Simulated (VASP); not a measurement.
## BaTiO3: single point with PBEsol

The system is BaTiO3.

```
CELL_PARAMETERS angstrom
4.03653 0.00000 0.00000
0.00000 2.87438 2.88325
0.00000 -2.87438 2.88325
ATOMIC_POSITIONS crystal
Ba 0.00000 0.00000 0.00000
Ti 0.50000 0.50790 0.50790
O 0.00000 0.49210 0.49210
O 0.50000 0.50251 0.99371
O 0.50000 0.99371 0.50251
```

```
Program             : VASP 6.6.1
Task                : single point
Functional          : PBEsol
Potentials or basis : VASP PAW PBE potentials, release 64 (Ba_sv, Ti_sv, O)
Cutoff              : 520 eV
k mesh              : 8 × 8 × 8
Occupations         : fermi-dirac, width 0.05 eV
Spin                : no spin polarisation
```

The pressure is -8.5 GPa, the largest force is 0.332 eV/Å and the band gap on the k mesh is 1.67 eV (least direct gap 1.88 eV).

Forces on the atoms (eV/Å):
```
Ba   0.000  0.000  0.084
Ti   0.000  0.000  0.332
O    0.000  0.000  0.113
O    0.000  0.113 -0.265
O    0.000 -0.113 -0.265
```

Stress tensor (GPa, compression positive):
```
-7.93  0.00  0.00
 0.00 -8.44  0.00
 0.00  0.00 -9.08
```

Levels at points of the mesh, in eV from the valence-band top:
```
           k point  band 17  band 18  band 19  band 20  band 21  band 22  band 23  band 24
(0.00, 0.00, 0.00)    -1.05    -0.27    -0.24    -0.21     1.67     1.70     1.77     3.70
(0.50, 0.00, 0.00)    -1.81    -1.78    -0.79    -0.75     1.84     3.33     3.36     3.69
(0.00, 0.50, 0.00)    -1.79    -1.69    -0.77    -0.73     1.86     3.30     3.31     3.73
(0.50, 0.50, 0.00)    -1.75    -0.90    -0.89    -0.08     3.31     3.35     3.72     4.44
(0.00, 0.50, 0.50)    -1.73    -0.94    -0.92    -0.12     3.30     3.33     3.69     4.54
(0.50, 0.50, 0.50)    -2.40    -0.03     0.00     0.00     3.92     3.93     3.95     6.41
```

Run time: 5.7 min on 1 thread of Intel Xeon 8259CL, on a shared host, peak memory 0.31 GiB.

Caveat: the cell stands under tension; the PAW data sets were made with another functional, which shifts forces and pressure a little; spin-orbit coupling is left out, which moves the levels of the heavy elements. A k mesh can miss the band edges.
